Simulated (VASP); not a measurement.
# InSb3 in VASP: notebook

InSb3 is run at these levels: LDA; tasks: single point.

All numbers are computed with VASP 6.6.1; they aren't measurements. Logs are shortened: lines on timing, memory, paths and dates and some standing lists are left out, and cuts for length are marked.

## Step 1: The cell of the first run

It takes space group Fm-3m (No. 225, cubic). Conventional cell: a = 7.589 Å, b = 7.589 Å, c = 7.589 Å, α = 90.00°, β = 90.00°, γ = 90.00°. Within 4.3 Å of In (site symmetry m-3m) lie 14 Sb at 3.29 to 3.79 Å. Sb (site symmetry -43m) has 4 In at 3.29 Å and 10 Sb at 3.29 to 3.79 Å within 4.3 Å. Sb (site symmetry m-3m) has 8 Sb at 3.29 Å and 6 In at 3.79 Å within 4.3 Å.

## Step 2: Single point, LDA

The input, INCAR:

```
PREC = Accurate
ENCUT = 500
EDIFF = 1E-6
ISMEAR = -1
SIGMA = 0.1
LREAL = F
LASPH = T
NELM = 120
ALGO = Normal
ISIF = 2
LWAVE = F
LCHARG = F
NBANDS = 22
GGA_COMPAT = F
```

The input, KPOINTS:

```
regular mesh
0
Gamma
  4 4 4
```

The input, POSCAR:

```
InSb3
1.0
    0.0000000000      3.7945550000      3.7945550000
    3.7945550000      0.0000000000      3.7945550000
    3.7945550000      3.7945550000      0.0000000000
In Sb
1 3
Direct
    0.0000000000      0.0000000000      0.0000000000
    0.2500000000      0.2500000000      0.2500000000
    0.7500000000      0.7500000000      0.7500000000
    0.5000000000      0.5000000000      0.5000000000
```

Potentials or basis: VASP PAW LDA potentials, release 64 (In_d, Sb).

The run is started by

```sh
$ cat potpaw_LDA.64/In_d/POTCAR potpaw_LDA.64/Sb/POTCAR > POTCAR
$ mpirun -np 1 vasp_std > vasp.out
```

OUTCAR:

```text
PREC = Accurate
   ENCUT = 500
   EDIFF = 1E-6
   ISMEAR = -1
   LREAL = F
   LASPH = T
   NELM = 120
   ISIF = 2

 ion  position               nearest neighbor table
   1  0.000  0.000  0.000-   2 3.29   3 3.29   3 3.29   3 3.29   3 3.29   2 3.29   2 3.29   2 3.29
                             4 3.79   4 3.79   4 3.79   4 3.79   4 3.79   4 3.79
   2  0.250  0.250  0.250-   1 3.29   4 3.29   1 3.29   1 3.29   1 3.29   4 3.29   4 3.29   4 3.29

   3  0.750  0.750  0.750-   1 3.29   4 3.29   4 3.29   4 3.29   4 3.29   1 3.29   1 3.29   1 3.29

   4  0.500  0.500  0.500-   2 3.29   3 3.29   2 3.29   2 3.29   2 3.29   3 3.29   3 3.29   3 3.29
                             1 3.79   1 3.79   1 3.79   1 3.79   1 3.79   1 3.79

  LATTYP: Found a face centered cubic cell.
 ALAT       =     7.5891100000

  Lattice vectors:

 A1 = (   0.0000000000,   3.7945550000,   3.7945550000)
 A2 = (   3.7945550000,   0.0000000000,   3.7945550000)
 A3 = (   3.7945550000,   3.7945550000,   0.0000000000)

Analysis of symmetry for initial positions (statically):
=====================================================================
 Subroutine PRICEL returns:
 Original cell was already a primitive cell.

 Routine SETGRP: Setting up the symmetry group for a
 face centered cubic supercell.

 Subroutine GETGRP returns: Found 48 space group operations
 (whereof 48 operations were pure point group operations)
 out of a pool of 48 trial point group operations.

The static configuration has the point symmetry O_h .

Analysis of symmetry for dynamics (positions and initial velocities):
=====================================================================
 Subroutine PRICEL returns:
 Original cell was already a primitive cell.

 Routine SETGRP: Setting up the symmetry group for a
 face centered cubic supercell.

 Subroutine GETGRP returns: Found 48 space group operations
 (whereof 48 operations were pure point group operations)
 out of a pool of 48 trial point group operations.

The dynamic configuration has the point symmetry O_h .

 Subroutine INISYM returns: Found 48 space group operations
 (whereof 48 operations are pure point group operations),
 and found     1 'primitive' translations

----------------------------------------------------------------------------------------

                                     Primitive cell

  volume of cell :     109.2729

  direct lattice vectors                    reciprocal lattice vectors
     0.000000000  3.794555000  3.794555000    -0.131767757  0.131767757  0.131767757
     3.794555000  0.000000000  3.794555000     0.131767757 -0.131767757  0.131767757
     3.794555000  3.794555000  0.000000000     0.131767757  0.131767757 -0.131767757

  length of vectors
     5.366311144  5.366311144  5.366311144     0.228228449  0.228228449  0.228228449

  position of ions in fractional coordinates (direct lattice)
     0.000000000  0.000000000  0.000000000
     0.250000000  0.250000000  0.250000000
     0.750000000  0.750000000  0.750000000
     0.500000000  0.500000000  0.500000000

  ion indices of the primitive-cell ions
   primitive index   ion index
                 1           1
                 2           2
                 3           3
                 4           4

----------------------------------------------------------------------------------------

 KPOINTS: regular mesh

Automatic generation of k-mesh.
 Grid dimensions read from file:
 generate k-points for:    4    4    4

 Generating k-lattice:

  Cartesian coordinates                     Fractional coordinates (reciprocal lattice)
    -0.032941939  0.032941939  0.032941939     0.250000000  0.000000000  0.000000000
     0.032941939 -0.032941939  0.032941939     0.000000000  0.250000000  0.000000000
     0.032941939  0.032941939 -0.032941939     0.000000000  0.000000000  0.250000000

  Length of vectors
     0.057057112  0.057057112  0.057057112

  Shift w.r.t. Gamma in fractional coordinates (k-lattice)
     0.000000000  0.000000000  0.000000000

 Subroutine IBZKPT returns following result:
 ===========================================

 Found      8 irreducible k-points:

 Following reciprocal coordinates:
            Coordinates               Weight
  0.000000  0.000000  0.000000      1.000000
  0.250000  0.000000  0.000000      8.000000
  0.500000  0.000000  0.000000      4.000000
  0.250000  0.250000  0.000000      6.000000
  0.500000  0.250000  0.000000     24.000000
 -0.250000  0.250000  0.000000     12.000000
  0.500000  0.500000  0.000000      3.000000
 -0.250000  0.500000  0.250000      6.000000
   k-points           NKPTS =      8   k-points in BZ     NKDIM =      8   number of bands    NBANDS=     22
   number of dos      NEDOS =    301   number of ions     NIONS =      4
   total plane-waves  NPLWV =  64000
   dimension x,y,z NGX =    40 NGY =   40 NGZ =   40
   dimension x,y,z NGXF=    80 NGYF=   80 NGZF=   80
   ions per type =               1   3
   NGX,Y,Z   is equivalent  to a cutoff of  12.39, 12.39, 12.39 a.u.
   NGXF,Y,Z  is equivalent  to a cutoff of  24.78, 24.78, 24.78 a.u.
 SYSTEM =  unknown system
   PREC   = accura    normal or accurate (medium, high low for compatibility)
   ISTART =      0    job   : 0-new  1-cont  2-samecut
   ICHARG =      2    charge: 1-file 2-atom 10-const
   ISPIN  =      1    spin polarized calculation?
   LNONCOLLINEAR =      F non collinear calculations
   LSORBIT =      F    spin-orbit coupling
   LASPH  =      T    aspherical Exc in radial PAW
   ENCUT  =  500.0 eV  36.75 Ry    6.06 a.u.   9.78  9.78  9.78*2*pi/ulx,y,z
   NELM   =    120;   NELMIN=  2; NELMDL= -5     # of ELM steps
   EDIFF  = 0.1E-05   stopping-criterion for ELM
   LREAL  =      F    real-space projection
   EDIFFG = 0.1E-04   stopping-criterion for IOM
   NSW    =      0    number of steps for IOM
   IBRION =     -1    ionic relax: 0-MD 1-quasi-New 2-CG
   NFREE  =      0    steps in history (QN), initial steepest desc. (CG)
   ISIF   =      2    stress and relaxation
   ISYM   =      2    0-nonsym 1-usesym 2-fastsym
   POTIM  = 0.5000    time-step for ionic-motion
   TEBEG  =    0.0;   TEEND  =   0.0 temperature during run
   PSTRESS=    0.0 pullay stress
   NELECT =      28.0000    total number of electrons
   NUPDOWN=      -1.0000    fix difference up-down
   EMIN   =  10.00;   EMAX   =-10.00  energy-range for DOS
   EFERMI =   0.00;   METHOD = LEGACY
   ISMEAR =    -1;   SIGMA  =   0.10  broadening in eV -4-tet -1-fermi 0-gaus
   EFERMI_NEDOS =   21; number of points for ismear=-14 and -15
   IALGO  =     38    algorithm
   IMIX   =      4    mixing-type and parameters
     AMIX     =   0.40;   BMIX     =  1.00
     AMIX_MAG =   1.60;   BMIX_MAG =  1.00
  volume/ion in A,a.u.               =      27.32       184.35
  Fermi-wavevector in a.u.,A,eV,Ry     =   1.039816  1.964968 14.710866  1.081218
  Thomas-Fermi vector in A             =   2.174364
   LORBIT       =      0    0 simple, 1 ext, 2 COOP (PROOUT), +10 PAW based schemes
   GGA     = CA    functional components
   LHFCALC =     F    Hartree Fock is set to
   AEXX    =    0.0000 exact exchange contribution
   IVDW    =     0    specifies the selected vdW correction
   LEPSILON=     F    determine dielectric tensor
   LRPA    =     F    only Hartree local field effects (RPA)
 non-spin polarized calculation
  energy-cutoff  :      500.00
  volume of cell :      109.27
 maximum number of plane-waves:      2788
   NGX = 19   NGY = 19   NGZ = 19

 number of electron      27.9999991 magnetization

 Free energy of the ion-electron system (eV)
  ---------------------------------------------------
  ext. energy  EPLUGINS =         0.00000000
  ---------------------------------------------------
  free energy    TOTEN  =       -16.84515392 eV

  energy without entropy =      -16.69902004  energy(sigma->0) =      -16.77208698

 E-fermi :   7.7823     XC(G=0): -10.3189

 val. band max:        7.7597427833   @ k =   0.2500   0.0000   0.0000
 cond. band min:       7.7950636373   @ k =   0.5000   0.2500   0.0000
 fundamental gap:      0.0353208540
 Fermi energy:         7.7822779505

 k-point     1 :       0.0000    0.0000    0.0000
  band No.  band energies     occupation
      1      -6.6630      2.00000
      2      -6.6630      2.00000
      3      -6.6630      2.00000
      4      -6.6311      2.00000
      5      -6.6311      2.00000
      6      -4.4527      2.00000
[... 14 lines left out ...]
     21      14.3870      0.00000
     22      14.3870      0.00000

 k-point     2 :       0.2500    0.0000    0.0000
  band No.  band energies     occupation
      1      -6.6705      2.00000
      2      -6.6600      2.00000
      3      -6.6600      2.00000
      4      -6.6319      2.00000
      5      -6.6319      2.00000
      6      -3.9979      2.00000
[... 14 lines left out ...]
     21      12.8055      0.00000
     22      13.3599      0.00000

 k-point     3 :       0.5000    0.0000    0.0000
  band No.  band energies     occupation
      1      -6.6791      2.00000
      2      -6.6576      2.00000
      3      -6.6576      2.00000
      4      -6.6322      2.00000
      5      -6.6322      2.00000
      6      -3.0060      2.00000
[... 14 lines left out ...]
     21      13.4135      0.00000
     22      16.0282      0.00000

 k-point     4 :       0.2500    0.2500    0.0000
  band No.  band energies     occupation
      1      -6.6753      2.00000
      2      -6.6571      2.00000
      3      -6.6571      2.00000
      4      -6.6365      2.00000
      5      -6.6298      2.00000
      6      -3.8447      2.00000
[... 14 lines left out ...]
     21      12.5079      0.00000
     22      12.5079      0.00000

 k-point     5 :       0.5000    0.2500    0.0000
  band No.  band energies     occupation
      1      -6.6778      2.00000
      2      -6.6598      2.00000
      3      -6.6540      2.00000
      4      -6.6386      2.00000
      5      -6.6306      2.00000
      6      -2.8656      2.00000
[... 14 lines left out ...]
     21      12.9665      0.00000
     22      14.0348      0.00000

 k-point     6 :      -0.2500    0.2500    0.0000
  band No.  band energies     occupation
      1      -6.6706      2.00000
      2      -6.6648      2.00000
      3      -6.6564      2.00000
      4      -6.6340      2.00000
      5      -6.6332      2.00000
      6      -3.2679      2.00000
[... 14 lines left out ...]
     21      13.2716      0.00000
     22      14.5553      0.00000

 k-point     7 :       0.5000    0.5000    0.0000
  band No.  band energies     occupation
      1      -6.6880      2.00000
      2      -6.6508      2.00000
      3      -6.6508      2.00000
      4      -6.6443      2.00000
      5      -6.6285      2.00000
      6      -2.2768      2.00000
[... 14 lines left out ...]
     21      12.8032      0.00000
     22      13.2218      0.00000

 k-point     8 :      -0.2500    0.5000    0.2500
  band No.  band energies     occupation
      1      -6.6703      2.00000
      2      -6.6703      2.00000
      3      -6.6508      2.00000
      4      -6.6403      2.00000
      5      -6.6313      2.00000
      6      -1.9318      2.00000
[... 14 lines left out ...]
     21      11.9143      0.00000
     22      15.5687      0.00000

------------------------ aborting loop because EDIFF is reached ----------------------------------------

  FORCE on cell =-STRESS in cart. coord.  units (eV):
  Direction    XX          YY          ZZ          XY          YZ          ZX
  --------------------------------------------------------------------------------------
  -------------------------------------------------------------------------------------
  Total       -3.5028242     -3.5028242     -3.5028242     -0.0000000      0.0000000      0.0000000
  in kB      -51.3589785    -51.3589785    -51.3589785     -0.0000000      0.0000000      0.0000000
  external PRESSURE =     -51.3589785 kB  Pullay stress =       0.0000000 kB

 VOLUME and BASIS-vectors are now :
 -----------------------------------------------------------------------------
  energy-cutoff  :      500.00
  volume of cell :      109.27
      direct lattice vectors                 reciprocal lattice vectors
     0.000000000  3.794555000  3.794555000    -0.131767757  0.131767757  0.131767757
     3.794555000  0.000000000  3.794555000     0.131767757 -0.131767757  0.131767757
     3.794555000  3.794555000  0.000000000     0.131767757  0.131767757 -0.131767757

 POSITION                                       TOTAL-FORCE (eV/Angst)
 -----------------------------------------------------------------------------------
      0.00000      0.00000      0.00000         0.000000      0.000000      0.000000
      1.89728      1.89728      1.89728         0.000000      0.000000      0.000000
      5.69183      5.69183      5.69183        -0.000000     -0.000000     -0.000000
      3.79455      3.79455      3.79455         0.000000      0.000000      0.000000
 -----------------------------------------------------------------------------------
    total drift:                               -0.000000      0.000000      0.000000

  FREE ENERGIE OF THE ION-ELECTRON SYSTEM (eV)
  ---------------------------------------------------
  free  energy   TOTEN  =       -16.8451539158 eV

  energy  without entropy=      -16.6990200387  energy(sigma->0) =      -16.77208698
```

Run time: 20 s. Hardware: 1 thread of Intel Xeon 6975P-C, shared host; peak memory 0.19 GiB.

Results:

| Quantity | Value |
| --- | --- |
| Free energy | -16.8452 eV |
| Pressure | -5.1 GPa |
| Band gap on the k mesh | zero (band 14 reaches 8.95 eV, above the bottom of band 15 at 5.44 eV) |

Levels at points of the mesh, in eV from the Fermi level:
| k point | band 11 | band 12 | band 13 | band 14 | band 15 | band 16 | band 17 | band 18 |
| --- | --- | --- | --- | --- | --- | --- | --- | --- |
| (0.00, 0.00, 0.00) | -2.42 | -2.42 | -2.35 | -2.35 | -2.35 | -0.67 | -0.67 | -0.67 |
| (0.50, 0.00, 0.00) | -3.38 | -2.55 | -2.55 | -0.26 | -0.14 | 1.94 | 1.94 | 3.07 |
| (0.50, 0.50, 0.00) | -5.01 | 0.31 | 0.91 | 0.91 | 1.19 | 1.70 | 1.79 | 1.79 |

Caveat: spin-orbit coupling is left out, which moves the levels of the heavy elements.

(Continued in part 2 of 2.)
